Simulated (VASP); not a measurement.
# C8O15F (a cell with a defect) in VASP: notebook, part 2 of 2

VASP 6.6.1.

## 3. Electric field gradients, PBE

INCAR reads:

```
PREC     = Accurate       # precision mode
ENCUT    = 520            # plane-wave cutoff, eV
EDIFF    = 1E-8           # SCF threshold, eV
ISMEAR   = -1             # smearing method
SIGMA    = 0.01           # smearing width, eV
LREAL    = Auto         
LASPH    = True           # aspherical terms in the spheres
NELM     = 100            # most SCF steps
ALGO     = Normal         # electronic algorithm
ISIF     = 2              # what is computed and relaxed
LWAVE    = False          # write WAVECAR
LCHARG   = False          # write CHGCAR
GGA      = PE             # functional
LEFG     = True         
NELECT   = 128.0        
NBANDS   = 82             # bands
```

KPOINTS reads:

```
Automatic mesh
0
Gamma
  4 4 4
```

POSCAR reads:

```
C8O15F
1.0
    0.0000000000      4.7747562400      6.5871749100
    0.0000000000     -4.7747562400      6.5871749100
    5.2718224600      0.0000000000     -6.5871749100
C F O
8 1 15
Direct
    0.0000000000      0.0000000000      0.0000000000
    0.5000000000      0.5000000000      0.0000000000
    0.5000000000      0.0000000000      0.5000000000
    0.0000000000      0.5000000000      0.5000000000
    0.5000000000      0.5000000000      0.5000000000
    0.0000000000      0.0000000000      0.5000000000
    0.0000000000      0.5000000000      0.0000000000
    0.5000000000      0.0000000000      0.0000000000
    0.5426674100      0.8491759800      0.5000000000
    0.0426674100      0.3491759800      0.5000000000
    0.0426674100      0.8491759800      0.0000000000
    0.5426674100      0.3491759800      0.0000000000
    0.4573325900      0.1508240200      0.5000000000
    0.9573325900      0.6508240200      0.5000000000
    0.9573325900      0.1508240200      0.0000000000
    0.4573325900      0.6508240200      0.0000000000
    0.3491759800      0.5426674100      0.5000000000
    0.8491759800      0.0426674100      0.5000000000
    0.8491759800      0.5426674100      0.0000000000
    0.3491759800      0.0426674100      0.0000000000
    0.6508240200      0.4573325900      0.5000000000
    0.1508240200      0.9573325900      0.5000000000
    0.1508240200      0.4573325900      0.0000000000
    0.6508240200      0.9573325900      0.0000000000
```

Potentials or basis: VASP PAW PBE potentials, release 64 (C, F, O).

Run with:

```sh
> cat potpaw_PBE.64/C/POTCAR potpaw_PBE.64/F/POTCAR potpaw_PBE.64/O/POTCAR > POTCAR
> mpirun -np 1 vasp_std > vasp.out
```

OUTCAR:

```text
PREC = Accurate
   ENCUT = 520
   EDIFF = 1E-8
   ISMEAR = -1
   LREAL = Auto
   LASPH = True
   NELM = 100
   ISIF = 2
   GGA = PE
   NELECT = 128.0

 ion  position               nearest neighbor table
   1  0.000  0.000  0.000-  11 1.17  15 1.17
   2  0.500  0.500  0.000-  12 1.17  16 1.17
   3  0.500  0.000  0.500-   9 1.17  13 1.17
   4  0.000  0.500  0.500-  10 1.17  14 1.17
   5  0.500  0.500  0.500-  17 1.17  21 1.17
   6  0.000  0.000  0.500-  18 1.17  22 1.17
   7  0.000  0.500  0.000-  19 1.17  23 1.17
   8  0.500  0.000  0.000-  20 1.17  24 1.17
   9  0.543  0.849  0.500-   3 1.17
  10  0.043  0.349  0.500-   4 1.17
  11  0.043  0.849  0.000-   1 1.17
  12  0.543  0.349  0.000-   2 1.17
  13  0.457  0.151  0.500-   3 1.17
  14  0.957  0.651  0.500-   4 1.17
[... 2227 lines left out ...]
---------------------------------------------------------------------

 Electric field gradients after diagonalization (V/A^2)
 (convention: |V_zz| > |V_xx| > |V_yy|)
----------------------------------------------------------------------
 ion       V_xx      V_yy      V_zz     asymmetry (V_yy - V_xx)/ V_zz
----------------------------------------------------------------------
   1      26.277    23.937   -50.214       0.047
   2      26.277    23.937   -50.214       0.047
   3      18.789    18.277   -37.066       0.014
   4      25.365    25.061   -50.426       0.006
   5      25.348    24.574   -49.922       0.015
   6      25.074    25.045   -50.119       0.001
[... 16 lines left out ...]
  23     -36.753   -30.472    67.225       0.093
  24     -36.756   -30.469    67.225       0.094
----------------------------------------------------------------------

           NMR quadrupolar parameters

 Cq : quadrupolar parameter    Cq=e*Q*V_zz/h
 eta: asymmetry parameters     (V_yy - V_xx)/ V_zz
 Q  : nuclear electric quadrupole moment in mb (millibarn)
----------------------------------------------------------------------
 ion       Cq(MHz)       eta       Q (mb)
----------------------------------------------------------------------
   1      -0.121       0.047       1.000
   2      -0.121       0.047       1.000
   3      -0.090       0.014       1.000
   4      -0.122       0.006       1.000
   5      -0.121       0.015       1.000
   6      -0.121       0.001       1.000
[... 16 lines left out ...]
  23       0.163       0.093       1.000
  24       0.163       0.094       1.000
----------------------------------------------------------------------
```

OSZICAR:

```text
N       E                     dE             d eps       ncg     rms          rms(c)
DAV:   1     0.870899712628E+03    0.87090E+03   -0.69099E+04  3936   0.144E+03
DAV:   2    -0.121799647095E+03   -0.99270E+03   -0.96585E+03  4914   0.345E+02
DAV:   3    -0.189647623342E+03   -0.67848E+02   -0.67357E+02  4328   0.949E+01
[... 11 lines left out ...]
DAV:  15    -0.177420736875E+03   -0.33903E-05   -0.95777E-06  4848   0.137E-02    0.371E-03
DAV:  16    -0.177420736904E+03   -0.28633E-07   -0.12448E-06  4768   0.494E-03    0.157E-03
DAV:  17    -0.177420736857E+03    0.47077E-07   -0.19758E-07  5016   0.210E-03    0.661E-04
DAV:  18    -0.177420736817E+03    0.40280E-07   -0.41434E-08  4360   0.113E-03    0.290E-04
DAV:  19    -0.177420736811E+03    0.58626E-08   -0.86230E-09  3256   0.440E-04
   1 F= -.17742074E+03 E0= -.17742074E+03  d E =-.856142E-12
```

stdout:

```text
POSCAR found type information on POSCAR C F O
 POSCAR found :  3 types and      24 ions
 scaLAPACK will be used
 LDA part: xc-table for (Slater+PW92), standard interpolation
 POSCAR, INCAR and KPOINTS ok, starting setup
 FFT: planning ... GRIDC
 FFT: planning ... GRID_SOFT
 FFT: planning ... GRID
 WAVECAR not read
 entering main loop
 the old and the new charge density differ
 old charge density:   129.00000 new  128.00000
    0.268E+01
ion   1
     0.0000266     0.0064446   -33.1161253     2.4527013    -0.3978407   -21.8189374
     0.0000367     0.0064446   -33.1161252     2.4527013    -0.3978407   -21.8189374
     0.0000505     0.0064446   -33.1161250     2.4527012    -0.3978407   -21.8189372
     0.0000695     0.0064446   -33.1161247     2.4527012    -0.3978407   -21.8189370

     0.0000266    -0.0190135   -48.1639907     3.6176497    -0.7174658   -31.8595932
     0.0000367    -0.0190135   -48.1639885     3.6176495    -0.7174658   -31.8595917
     0.0000505    -0.0190135   -48.1639846     3.6176492    -0.7174657   -31.8595891
     0.0000695    -0.0190135   -48.1639779     3.6176487    -0.7174656   -31.8595847
[... 124 lines left out ...]
ion  23
     0.0000293     0.3408931    -4.4256921    -0.0356224    -0.6227822     2.2390142
     0.0000403     0.3408931    -4.4256920    -0.0356224    -0.6227822     2.2390142
     0.0000555     0.3408931    -4.4256919    -0.0356224    -0.6227821     2.2390141
     0.0000765     0.3408931    -4.4256916    -0.0356224    -0.6227821     2.2390140

     0.0000293     0.9895342   -30.6844314    -1.3800850    -1.9881531    17.8867708
     0.0000403     0.9895341   -30.6844247    -1.3800846    -1.9881528    17.8867668
     0.0000555     0.9895338
```

Run time: 35 min. Hardware: 1 thread of Intel Xeon Platinum 8259CL at 2.50GHz (Skylake/Cascade Lake), shared host; peak memory 0.79 GiB.

What came out:

```yaml
Free_energy: -177.4207 eV
Largest_force: 7.856 eV/Å
Largest_electric_field_gradient_by_atom: C -50.2, -37.1, -50.4, -49.9, -50.1 (each value once); F +232.6; O +66.9, +65.9, +39.7, +67.5, +65.0, +65.3, +70.5, +66.7, +65.2, +72.1, +67.2 (each value once) V/Å²
```

Forces on the atoms (eV/Å):
```
C    0.070  0.130 -0.051
C   -0.070  0.130 -0.051
C    0.000 -6.203  4.821
C    0.000  0.088 -0.056
C    0.000 -0.020 -0.142
C    0.000  0.005  0.000
C   -0.012 -0.087 -0.078
C    0.012 -0.087 -0.078
F    0.000  3.407 -2.680
O    0.000  0.746 -0.448
O    0.155  0.778 -0.488
O   -0.155  0.778 -0.488
O    0.000  2.745 -2.083
O    0.000 -0.852  0.489
O   -0.256 -0.891  0.505
O    0.256 -0.891  0.505
O    0.000 -0.705 -0.582
O    0.000 -0.657 -0.605
O   -0.088 -0.657 -0.568
O    0.088 -0.657 -0.568
O    0.000  0.706  0.707
O    0.000  0.723  0.628
O    0.122  0.735  0.656
O   -0.122  0.735  0.656
```

Electric field gradients, principal values (V/Å²):
```csv
atom,least,middle,greatest (by size)
1 C,23.937,26.277,-50.214
2 C,23.937,26.277,-50.214
3 C,18.277,18.789,-37.066
4 C,25.061,25.365,-50.426
5 C,24.574,25.348,-49.922
6 C,25.045,25.074,-50.119
7 C,24.501,25.915,-50.415
8 C,24.500,25.915,-50.415
9 F,-115.272,-117.356,232.628
10 O,-33.360,-33.534,66.894
11 O,-25.999,-39.918,65.917
12 O,-25.996,-39.922,65.917
13 O,-18.622,-21.029,39.651
14 O,-33.388,-34.156,67.544
15 O,-24.046,-40.971,65.017
16 O,-24.043,-40.974,65.017
17 O,-28.619,-36.672,65.291
18 O,-35.180,-35.275,70.455
19 O,-30.612,-36.108,66.719
20 O,-30.608,-36.111,66.719
21 O,-27.737,-37.435,65.172
22 O,-35.775,-36.279,72.053
23 O,-30.472,-36.753,67.225
24 O,-30.469,-36.756,67.225
```

Caveat: the cell carries a net charge on a neutralising background, which shifts energy and pressure; without QUAD_EFG the Cq values of the log hold for a quadrupole moment of 1 mb, not for the nuclei.
